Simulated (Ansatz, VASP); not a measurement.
# MgZnS in VASP and in Ansatz

The input INCAR:

```
ALGO     = Normal         # electronic algorithm
EDIFF    = 1E-7           # SCF threshold, eV
EDIFFG   = -0.01          # ionic threshold
ENCUT    = 600            # plane-wave cutoff, eV
GGA      = PE             # functional
GGA_COMPAT= False        
IBRION   = 2              # ionic algorithm
ISIF     = 3              # what is computed and relaxed
ISMEAR   = 0              # smearing method
LASPH    = True           # aspherical terms in the spheres
LCHARG   = False          # write CHGCAR
LREAL    = False          # projectors in reciprocal space
LWAVE    = False          # write WAVECAR
NELM     = 120            # most SCF steps
NELMIN   = 4            
NSW      = 100            # ionic steps
PREC     = Accurate       # precision mode
SIGMA    = 0.1            # smearing width, eV
```

Contents of KPOINTS:

```
k-points
0
Gamma
  8 8 4
```

File POSCAR:

```
MgZnS
1.0
    3.6356108006      0.0000000000      0.0000000000
    0.0000000000      3.6356108006      0.0000000000
    0.0000000000      0.0000000000      8.2073288280
Mg Zn S
2 2 2
Direct
    0.5000000000      0.0000000000      0.8309582182
    0.0000000000      0.5000000000      0.1690417818
    0.0000000000      0.5000000000      0.5346832735
    0.5000000000      0.0000000000      0.4653167265
    0.0000000000      0.5000000000      0.8415996897
    0.5000000000      0.0000000000      0.1584003103
```

Input for Ansatz:

```yaml
crystal:
  lattice:
    - [3.6356107961, 0.0, 0.0]
    - [0.0, 3.6356107961, 0.0]
    - [0.0, 0.0, 8.2073285648]
  atoms:
    - { symbol: Mg, position: [0.5, 0.0, 0.8309581644] }
    - { symbol: Mg, position: [0.0, 0.5, 0.1690418356] }
    - { symbol: Zn, position: [0.0, 0.5, 0.5346832853] }
    - { symbol: Zn, position: [0.5, 0.0, 0.4653167147] }
    - { symbol: S, position: [0.0, 0.5, 0.8415996973] }
    - { symbol: S, position: [0.5, 0.0, 0.1584003027] }
basis:
  ecutwfc: 420
kpoints:
  mp_grid: { grid: [8, 8, 4] }
hamiltonian:
  xc: pbe
scf:
  occupations: { method: gaussian, width: 0.1 }
output:
  forces: true
  stress: true
  eigenvalues: true
  write_density: true
  write_potential: true
  elf: true
  volumetric_format: npy
relax:
  adjacent_minimum: "off"
  f_tol: 0.01
  max_steps: 80
  cell: { stress_tol: 0.05 }
```

Change from the starting cell: species swapped into the GaReSi type (P4/nmm, No. 129).

Alike in both runs: task relaxation of cell and atoms; functional PBE; k mesh 8 × 8 × 4; occupations gaussian, width 0.1 eV; no spin polarisation.

|  | VASP | Ansatz |
| --- | --- | --- |
| version | VASP 6.6.1 | Ansatz 0.2.0 |
| potentials or method | VASP PAW PBE potentials, release 64 (Mg, Zn, S), cutoff 600 eV | scalar-relativistic, plane waves, PAW |
| valence electrons in the cell | 40 | 56 |

Ansatz gave:

- gap on the k mesh at the Fermi level, each at its own relaxed structure (eV): none
- relaxed volume (Å³/atom): 18.04
- relaxed length of the cell vector where the two differ most in proportion (Å): 3.642

Estimate VASP's values.

gap on the k mesh at the Fermi level, each at its own relaxed structure (eV): none; relaxed volume (Å³/atom): 18.01; relaxed length of the cell vector where the two differ most in proportion (Å): 3.639.

A gap of «none» marks a metal or a gap that the smearing closes. VASP's potentials hold 40 valence electrons a cell and Ansatz's 56, so a difference there can come from the potentials and not from the codes.
